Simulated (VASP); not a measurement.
Wanted: the native input for a VASP 6.6.1 run.

| Item | Value |
| --- | --- |
| Task | single point |
| Functional | r2SCAN |
| Potentials or basis | VASP PAW PBE potentials, release 64 (Mg_sv, B) |
| Cutoff | 920 eV |
| k mesh | 15 × 15 × 12 |
| Occupations | gaussian, width 0.1 eV |
| Spin | no spin polarisation |
| Dipole correction | no |
| Further INCAR settings | ALGO = Normal; EDIFF = 1e-06; NBANDS = 15 |

The system is MgB2.

```
CELL_PARAMETERS angstrom
3.08983 0.00000 0.00000
-1.54492 2.67587 0.00000
0.00000 0.00000 3.56978
ATOMIC_POSITIONS crystal
Mg 0.00000 0.00000 0.00000
B 0.33333 0.66667 0.50000
B 0.66667 0.33333 0.50000
```

One way to write it, as run:

POSCAR

```
MgB2
1.0
    3.0898339017      0.0000000000      0.0000000000
   -1.5449169508      2.6758746523      0.0000000000
    0.0000000000      0.0000000000      3.5697752422
Mg B
1 2
Direct
    0.0000000000      0.0000000000      0.0000000000
    0.3333333333      0.6666666667      0.5000000000
    0.6666666667      0.3333333333      0.5000000000
```

INCAR.step1

```
SYSTEM = MgB2
ALGO     = Normal         ! electronic algorithm
EDIFF    = 1E-5           ! SCF threshold, eV
ENCUT    = 920            ! plane-wave cutoff, eV
GGA      = PE             ! functional
GGA_COMPAT= .FALSE.      
ISMEAR   = 0              ! smearing method
LASPH    = .TRUE.         ! aspherical terms in the spheres
LCHARG   = .FALSE.        ! write CHGCAR
LREAL    = .FALSE.        ! projectors in reciprocal space
LWAVE    = .TRUE.         ! write WAVECAR
NBANDS   = 15             ! bands
NELM     = 120            ! most SCF steps
PREC     = Accurate       ! precision mode
SIGMA    = 0.1            ! smearing width, eV
```

INCAR.step2

```
SYSTEM = MgB2
ALGO     = Normal         ! electronic algorithm
EDIFF    = 1E-6           ! SCF threshold, eV
ENCUT    = 920            ! plane-wave cutoff, eV
GGA_COMPAT= .FALSE.      
ISIF     = 2              ! what is computed and relaxed
ISMEAR   = 0              ! smearing method
ISTART   = 1            
LASPH    = .TRUE.         ! aspherical terms in the spheres
LCHARG   = .FALSE.        ! write CHGCAR
LMIXTAU  = .TRUE.       
LREAL    = .FALSE.        ! projectors in reciprocal space
LWAVE    = .FALSE.        ! write WAVECAR
METAGGA  = R2SCAN         ! meta-GGA
NBANDS   = 15             ! bands
NELM     = 120            ! most SCF steps
PREC     = Accurate       ! precision mode
SIGMA    = 0.1            ! smearing width, eV
```

KPOINTS

```
k-points
0
G
  15 15 12
  0 0 0
```

Potentials or basis: VASP PAW PBE potentials, release 64 (Mg_sv, B).

Launch:

```sh
$ cat potpaw_PBE.64/Mg_sv/POTCAR potpaw_PBE.64/B/POTCAR > POTCAR
$ cp INCAR.step1 INCAR
$ mpirun -np 1 vasp_std > vasp.out
$ cp INCAR.step2 INCAR
$ mpirun -np 1 vasp_std > vasp.out
```

Results of the run:

* Pressure: -4.0 GPa
* Band gap on the k mesh: zero (bands 8 and 9 overlap by 3.85 eV)

Caveat: the cell stands under tension; the PAW data sets were made with another functional, which shifts forces and pressure a little.

It took 9.1 min on 1 thread of AMD EPYC 7R43 64-Core Processor (Zen 3), on a shared host, peak memory 0.29 GiB.
